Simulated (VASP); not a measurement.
A run of VASP 6.6.1:

File INCAR:

```
SYSTEM = V3Re
PREC = Accurate ; ENCUT = 520
EDIFF = 1E-7 ; ISMEAR = -1
SIGMA = 0.1 ; LREAL = .False.
LASPH = .True. ; NELM = 150
ALGO = Normal ; ISIF = 2
LWAVE = .False. ; LCHARG = .False.
ISPIN = 2 ; MAGMOM = 1 1 1 0
LORBIT = 11 ; LMAXMIX = 4
NBANDS = 35
```

KPOINTS

```
Automatic mesh
0
Gamma
  7 7 7
  0 0 0
```

POSCAR

```
V3Re
1.0
    0.0000000000      2.9762255470      2.9762255470
    2.9762255470      0.0000000000      2.9762255470
    2.9762255470      2.9762255470      0.0000000000
V Re
3 1
Direct
    0.7500000000      0.7500000000      0.7500000000
    0.2500000000      0.2500000000      0.2500000000
    0.0000000000      0.0000000000      0.0000000000
    0.5000000000      0.5000000000      0.5000000000
```

Potentials or basis: VASP PAW LDA potentials, release 64 (V_sv, Re).

The run is started by

```sh
$ cat potpaw_LDA.64/V_sv/POTCAR potpaw_LDA.64/Re/POTCAR > POTCAR
$ mpirun -np 1 vasp_std > vasp.out
```

Hardware: 1 thread of Oxide Virtual Turin-like Processor, with other jobs on the host.

Task: How long does it take, and how much memory?

Result: Wall time 100 s on 1 thread of Oxide Virtual Turin-like Processor, with other jobs on the host, peak memory 0.17 GiB. Counts: scf iterations 17, k points 20.
